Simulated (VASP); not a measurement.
# AlN (Imm2) in VASP: further runs

AlN is run at these levels: PBE; tasks: single point.

Everything below comes from runs of VASP 6.6.1. Logs are shortened: lines on timing, memory, paths and dates and some standing lists are left out, and cuts for length are marked.

### Step 1. The cell of the first run

The structure is orthorhombic, space group Imm2 (No. 44). Conventional cell: a = 3.089 Å, b = 3.089 Å, c = 4.368 Å, α = 90.00°, β = 90.00°, γ = 90.00°. Al (site symmetry mm2) has 4 N at 1.67 to 2.18 Å within 2.2 Å. N (site symmetry mm2) has 4 Al at 1.67 to 2.18 Å within 2.2 Å.

### Step 2. Single point, PBE (atom 1 (Al) moved by (+0.000, -0.450) A along [1 1 0] and z)

INCAR reads:

```
PREC     = Accurate       # precision mode
ENCUT    = 520            # plane-wave cutoff, eV
EDIFF    = 1E-7           # SCF threshold, eV
ISMEAR   = 0              # smearing method
SIGMA    = 0.05           # smearing width, eV
LREAL    = F              # projectors in reciprocal space
LASPH    = T              # aspherical terms in the spheres
NELM     = 100            # most SCF steps
ALGO     = Normal         # electronic algorithm
ISIF     = 2              # what is computed and relaxed
LWAVE    = F              # write WAVECAR
LCHARG   = F              # write CHGCAR
GGA      = PE             # functional
NBANDS   = 11             # bands
```

KPOINTS reads:

```
Automatic mesh
0
Gamma
  10 10 10
```

POSCAR reads:

```
AlN
1.0
    0.0000000000      2.1839935596      2.1839935596
    2.1839935596      0.0000000000      2.1839935596
    2.1839935596      2.1839935596      0.0000000000
Al N
1 1
Direct
   -0.1030222818     -0.1030222818      0.1030222818
    0.7500000000      0.7500000000      0.7500000000
```

Potentials or basis: VASP PAW PBE potentials, release 64 (Al, N).

On the command line:

```sh
$ cat potpaw_PBE.64/Al/POTCAR potpaw_PBE.64/N/POTCAR > POTCAR
$ mpirun -np 1 vasp_std > vasp.out
```

OUTCAR:

```text
PREC = Accurate
   ENCUT = 520
   EDIFF = 1E-7
   ISMEAR = 0
   LREAL = F
   LASPH = T
   NELM = 100
   ISIF = 2
   GGA = PE

 ion  position               nearest neighbor table
   1  0.897  0.897  0.103-   2 1.67   2 1.67   2 2.18   2 2.18
   2  0.750  0.750  0.750-   1 1.67   1 1.67   1 2.18   1 2.18

  LATTYP: Found a face centered cubic cell.
 ALAT       =     4.3679871192

  Lattice vectors:

 A1 = (   0.0000000000,   2.1839935596,   2.1839935596)
 A2 = (   2.1839935596,   0.0000000000,   2.1839935596)
 A3 = (   2.1839935596,   2.1839935596,   0.0000000000)

Analysis of symmetry for initial positions (statically):
=====================================================================
 Subroutine PRICEL returns:
 Original cell was already a primitive cell.

 Routine SETGRP: Setting up the symmetry group for a
 face centered cubic supercell.

 Subroutine GETGRP returns: Found  4 space group operations
 (whereof  4 operations were pure point group operations)
 out of a pool of 48 trial point group operations.

The static configuration has the point symmetry C_2v.

Analysis of symmetry for dynamics (positions and initial velocities):
=====================================================================
 Subroutine PRICEL returns:
 Original cell was already a primitive cell.

 Routine SETGRP: Setting up the symmetry group for a
 face centered cubic supercell.

 Subroutine GETGRP returns: Found  4 space group operations
 (whereof  4 operations were pure point group operations)
 out of a pool of 48 trial point group operations.

The dynamic configuration has the point symmetry C_2v.

 Subroutine INISYM returns: Found  4 space group operations
 (whereof  4 operations are pure point group operations),
 and found     1 'primitive' translations

----------------------------------------------------------------------------------------

                                     Primitive cell

  volume of cell :      20.8345

  direct lattice vectors                    reciprocal lattice vectors
     0.000000000  2.183993560  2.183993560    -0.228938404  0.228938404  0.228938404
     2.183993560  0.000000000  2.183993560     0.228938404 -0.228938404  0.228938404
     2.183993560  2.183993560  0.000000000     0.228938404  0.228938404 -0.228938404

  length of vectors
     3.088633312  3.088633312  3.088633312     0.396532948  0.396532948  0.396532948

  position of ions in fractional coordinates (direct lattice)
     0.896977718  0.896977718  0.103022282
     0.750000000  0.750000000  0.750000000

  ion indices of the primitive-cell ions
   primitive index   ion index
                 1           1
                 2           2

----------------------------------------------------------------------------------------

 KPOINTS: Automatic mesh

Automatic generation of k-mesh.
 Grid dimensions read from file:
 generate k-points for:   10   10   10

 Generating k-lattice:

  Cartesian coordinates                     Fractional coordinates (reciprocal lattice)
    -0.022893840  0.022893840  0.022893840     0.100000000  0.000000000  0.000000000
     0.022893840 -0.022893840  0.022893840     0.000000000  0.100000000  0.000000000
     0.022893840  0.022893840 -0.022893840     0.000000000  0.000000000  0.100000000

  Length of vectors
     0.039653295  0.039653295  0.039653295

  Shift w.r.t. Gamma in fractional coordinates (k-lattice)
     0.000000000  0.000000000  0.000000000

 Subroutine IBZKPT returns following result:
 ===========================================

 Found    171 irreducible k-points:

 Following reciprocal coordinates:
            Coordinates               Weight
  0.000000  0.000000  0.000000      1.000000
  0.100000  0.000000  0.000000      4.000000
  0.000000  0.000000  0.100000      4.000000
  0.200000  0.000000  0.000000      4.000000
  0.000000  0.000000  0.200000      4.000000
  0.300000  0.000000  0.000000      4.000000
[... 16 lines left out ...]
  0.000000  0.400000  0.100000      8.000000
  0.100000  0.000000  0.400000      8.000000
 [... further k-points ...]
   k-points           NKPTS =    171   k-points in BZ     NKDIM =    171   number of bands    NBANDS=     11
   number of dos      NEDOS =    301   number of ions     NIONS =      2
   total plane-waves  NPLWV =  13824
   dimension x,y,z NGX =    24 NGY =   24 NGZ =   24
   dimension x,y,z NGXF=    48 NGYF=   48 NGZF=   48
   ions per type =               1   1
   NGX,Y,Z   is equivalent  to a cutoff of  12.92, 12.92, 12.92 a.u.
   NGXF,Y,Z  is equivalent  to a cutoff of  25.84, 25.84, 25.84 a.u.
 SYSTEM =  unknown system
   PREC   = accura    normal or accurate (medium, high low for compatibility)
   ISTART =      0    job   : 0-new  1-cont  2-samecut
   ICHARG =      2    charge: 1-file 2-atom 10-const
   ISPIN  =      1    spin polarized calculation?
   LNONCOLLINEAR =      F non collinear calculations
   LSORBIT =      F    spin-orbit coupling
   LASPH  =      T    aspherical Exc in radial PAW
   ENCUT  =  520.0 eV  38.22 Ry    6.18 a.u.   5.74  5.74  5.74*2*pi/ulx,y,z
   NELM   =    100;   NELMIN=  2; NELMDL= -5     # of ELM steps
   EDIFF  = 0.1E-06   stopping-criterion for ELM
   LREAL  =      F    real-space projection
   EDIFFG = 0.1E-05   stopping-criterion for IOM
   NSW    =      0    number of steps for IOM
   IBRION =     -1    ionic relax: 0-MD 1-quasi-New 2-CG
   NFREE  =      0    steps in history (QN), initial steepest desc. (CG)
   ISIF   =      2    stress and relaxation
   ISYM   =      2    0-nonsym 1-usesym 2-fastsym
   POTIM  = 0.5000    time-step for ionic-motion
   TEBEG  =    0.0;   TEEND  =   0.0 temperature during run
   PSTRESS=    0.0 pullay stress
   NELECT =       8.0000    total number of electrons
   NUPDOWN=      -1.0000    fix difference up-down
   EMIN   =  10.00;   EMAX   =-10.00  energy-range for DOS
   EFERMI =   0.00;   METHOD = LEGACY
   ISMEAR =     0;   SIGMA  =   0.05  broadening in eV -4-tet -1-fermi 0-gaus
   EFERMI_NEDOS =   21; number of points for ismear=-14 and -15
   IALGO  =     38    algorithm
   IMIX   =      4    mixing-type and parameters
     AMIX     =   0.40;   BMIX     =  1.00
     AMIX_MAG =   1.60;   BMIX_MAG =  1.00
  volume/ion in A,a.u.               =      10.42        70.30
  Fermi-wavevector in a.u.,A,eV,Ry     =   1.189899  2.248583 19.263943  1.415860
  Thomas-Fermi vector in A             =   2.325996
   LORBIT       =      0    0 simple, 1 ext, 2 COOP (PROOUT), +10 PAW based schemes
   GGA     = PE    functional components
   LHFCALC =     F    Hartree Fock is set to
   AEXX    =    0.0000 exact exchange contribution
   IVDW    =     0    specifies the selected vdW correction
   LEPSILON=     F    determine dielectric tensor
   LRPA    =     F    only Hartree local field effects (RPA)
 non-spin polarized calculation
 Gauss-broadening in eV      SIGMA  =   0.05
  energy-cutoff  :      520.00
  volume of cell :       20.83
 maximum number of plane-waves:       571
   NGX = 11   NGY = 11   NGZ = 11

 number of electron       8.0000000 magnetization

 Free energy of the ion-electron system (eV)
  ---------------------------------------------------
  ext. energy  EPLUGINS =         0.00000000
  ---------------------------------------------------
  free energy    TOTEN  =       -13.50221456 eV

  energy without entropy =      -13.50221456  energy(sigma->0) =      -13.50221456

 E-fermi :   7.1016     XC(G=0): -10.9136

 val. band max:        6.8018817057   @ k =   0.0000   0.0000   0.0000
 cond. band min:       9.1194394833   @ k =   0.0000   0.5000   0.5000
 fundamental gap:      2.3175577775
 Fermi energy:         7.1016183542

 k-point     1 :       0.0000    0.0000    0.0000
  band No.  band energies     occupation
      1      -9.0734      2.00000
      2       4.7738      2.00000
      3       6.1239      2.00000
      4       6.8019      2.00000
      5       9.6979      0.00000
      6      18.4593      0.00000
      7      18.5468      0.00000
      8      18.8413      0.00000
      9      23.3376      0.00000
     10      23.4175      0.00000
     11      23.5405      0.00000

 k-point     2 :       0.1000    0.0000    0.0000
  band No.  band energies     occupation
      1      -8.9322      2.00000
      2       4.7294      2.00000
      3       5.4513      2.00000
      4       6.4878      2.00000
      5      10.4935      0.00000
      6      17.6400      0.00000
      7      18.6963      0.00000
      8      19.1861      0.00000
      9      22.5301      0.00000
     10      22.5979      0.00000
     11      23.5669      0.00000

 k-point     3 :       0.0000    0.0000    0.1000
  band No.  band energies     occupation
      1      -8.9250      2.00000
      2       4.2723      2.00000
      3       5.9046      2.00000
      4       6.7329      2.00000
      5      10.2464      0.00000
      6      17.5439      0.00000
      7      18.6004      0.00000
      8      19.6707      0.00000
      9      21.6963      0.00000
     10      22.4576      0.00000
     11      24.7876      0.00000

 k-point     4 :       0.2000    0.0000    0.0000
  band No.  band energies     occupation
      1      -8.5317      2.00000
      2       3.8365      2.00000
      3       4.6183      2.00000
      4       6.2909      2.00000
      5      11.7164      0.00000
      6      16.7488      0.00000
      7      18.6413      0.00000
      8      18.7149      0.00000
      9      21.9796      0.00000
     10      22.5507      0.00000
     11      23.2847      0.00000
[... 239 lines left out ...]
 k-point    22 :       0.4000    0.1000    0.0000
  band No.  band energies     occupation
      1      -7.4584      2.00000
      2       1.3432      2.00000
      3       4.2132      2.00000
      4       5.7169      2.00000
      5      13.1724      0.00000
      6      15.2225      0.00000
      7      17.5299      0.00000
      8      18.1263      0.00000
      9      22.5207      0.00000
     10      24.7369      0.00000
     11      25.2127      0.00000

 k-point    23 :       0.0000    0.4000    0.1000
  band No.  band energies     occupation
      1      -7.4629      2.00000
      2       1.4085      2.00000
      3       4.2008      2.00000
      4       5.7358      2.00000
      5      12.9995      0.00000
      6      15.1980      0.00000
      7      17.1853      0.00000
      8      18.4065      0.00000
      9      22.7039      0.00000
     10      23.7835      0.00000
     11      26.9324      0.00000

 k-point    24 :       0.1000    0.0000    0.4000
  band No.  band energies     occupation
      1      -7.3632      2.00000
      2       0.7226      2.00000
      3       5.2271      2.00000
      4       5.9426      2.00000
      5      12.5199      0.00000
      6      15.0143      0.00000
      7      16.8878      0.00000
      8      18.9821      0.00000
      9      21.9127      0.00000
     10      24.6308      0.00000
     11      25.7985      0.00000

 [... further k-points ...]
[... 5 lines left out ...]
  --------------------------------------------------------------------------------------
  -------------------------------------------------------------------------------------
  Total        5.2955359      5.2955359      0.1870481      5.2246405      0.0000000      0.0000000
  in kB      407.2268863    407.2268863     14.3840066    401.7750301      0.0000000      0.0000000
  external PRESSURE =     276.2792597 kB  Pullay stress =       0.0000000 kB

 VOLUME and BASIS-vectors are now :
 -----------------------------------------------------------------------------
  energy-cutoff  :      520.00
  volume of cell :       20.83
      direct lattice vectors                 reciprocal lattice vectors
     0.000000000  2.183993560  2.183993560    -0.228938404  0.228938404  0.228938404
     2.183993560  0.000000000  2.183993560     0.228938404 -0.228938404  0.228938404
     2.183993560  2.183993560  0.000000000     0.228938404  0.228938404 -0.228938404

 POSITION                                       TOTAL-FORCE (eV/Angst)
 -----------------------------------------------------------------------------------
      2.18399      2.18399      3.91799         0.000000      0.000000      5.289496
      3.27599      3.27599      3.27599         0.000000      0.000000     -5.289496
 -----------------------------------------------------------------------------------
    total drift:                               -0.000000     -0.000000     -0.000002

  FREE ENERGIE OF THE ION-ELECTRON SYSTEM (eV)
  ---------------------------------------------------
  free  energy   TOTEN  =       -13.5022145626 eV

  energy  without entropy=      -13.5022145626  energy(sigma->0) =      -13.50221456
```

Wall time 12 s (1 thread of Intel Xeon 6975P-C (Granite Rapids), shared host); peak memory 0.16 GiB.

What came out:

```yaml
Free_energy: -13.5022 eV
Pressure: 27.6 GPa
Largest_force: 5.289 eV/Å
Band_gap_on_the_k_mesh: 2.32 eV, indirect (least direct gap 2.90 eV)
```

Forces in eV/Å, atoms in the order of the input:
```
Al   0.000  0.000  5.289
N    0.000  0.000 -5.289
```

Stress tensor (GPa, compression positive):
```
40.72 40.18  0.00
40.18 40.72  0.00
 0.00  0.00  1.44
```

Levels at points of the mesh, in eV from the valence-band top:
```
           k point  band 2  band 3  band 4  band 5  band 6  band 7
(0.00, 0.00, 0.00)   -2.03   -0.68    0.00    2.90   11.66   11.74
(0.50, 0.00, 0.00)   -6.37   -2.44   -0.83    6.13    8.82   10.45
(0.00, 0.00, 0.50)   -7.00   -1.43   -0.63    5.81    8.16    9.95
(0.50, 0.50, 0.00)   -5.70   -3.53   -2.06    2.65    7.92   12.21
(0.00, 0.50, 0.50)   -5.88   -2.50   -2.32    2.32    6.77   11.98
```

Caveat: the cell differs from its parent crystal (atom 1 (Al) moved by (+0.000, -0.450) A along [1 1 0] and z); forces of over 1 eV/Å act on the atoms, so gaps and moduli don't describe the material at rest.

### Step 3. Single point, PBE (atom 1 (Al) moved by (+0.000, -0.225) A along [1 1 0] and z)

INCAR reads:

```
SYSTEM = AlN
  PREC = Accurate
  ENCUT = 520
  EDIFF = 1E-6
  ISMEAR = 0
  SIGMA = 0.05
  LREAL = .FALSE.
  LASPH = .TRUE.
  NELM = 60
  ALGO = Normal
  ISIF = 2
  LWAVE = .FALSE.
  LCHARG = .TRUE.
  GGA = PE
  LELF = .TRUE.
  LVHAR = .TRUE.
  NBANDS = 11
```

KPOINTS reads:

```
regular mesh
0
G
  10 10 10
  0 0 0
```

Edit POSCAR of step 2 so:

```diff
@@ -8,3 +8,3 @@
 Direct
-   -0.1030222818     -0.1030222818      0.1030222818
+   -0.0515111409     -0.0515111409      0.0515111409
     0.7500000000      0.7500000000      0.7500000000
```

Potentials or basis: VASP PAW PBE potentials, release 64 (Al, N).

On the command line:

```sh
$ cat potpaw_PBE.64/Al/POTCAR potpaw_PBE.64/N/POTCAR > POTCAR
$ mpirun -np 1 vasp_std > vasp.out
```

Run time: 11 s. Hardware: 1 thread of Intel Xeon 6975P-C (Granite Rapids), shared host; peak memory 0.16 GiB.

It converged, with:

```
Free energy            : -14.4781 eV
Pressure               : 10.8 GPa
Largest force          : 3.139 eV/Å
Band gap on the k mesh : 2.75 eV, indirect (least direct gap 3.56 eV)
```

Forces in eV/Å, atoms in the order of the input:
```
Al   0.000  0.000  3.139
N    0.000  0.000 -3.139
```

Stress tensor (GPa, compression positive):
```
14.11 17.24  0.00
17.24 14.11  0.00
 0.00  0.00  4.14
```

Levels at points of the mesh, in eV from the valence-band top:
```tsv
k point	band 1	band 2	band 3	band 4	band 5	band 6	band 7	band 8	band 9
(0.00, 0.00, 0.00)	-15.51	-1.14	-0.48	0.00	3.56	11.98	12.11	12.12	16.93
(0.50, 0.00, 0.00)	-13.51	-6.19	-1.58	-0.78	6.83	9.33	10.47	10.79	17.05
(0.00, 0.00, 0.50)	-13.44	-6.54	-1.10	-0.55	6.60	9.05	10.44	11.11	17.08
(0.50, 0.50, 0.00)	-12.85	-5.41	-2.75	-1.94	2.85	8.14	13.14	15.11	15.26
(0.00, 0.50, 0.50)	-12.85	-5.46	-2.25	-2.20	2.75	7.79	13.12	15.32	15.47
```

Caveat: the cell differs from its parent crystal (atom 1 (Al) moved by (+0.000, -0.225) A along [1 1 0] and z); forces of over 1 eV/Å act on the atoms, so gaps and moduli don't describe the material at rest. A k mesh can miss the band edges.
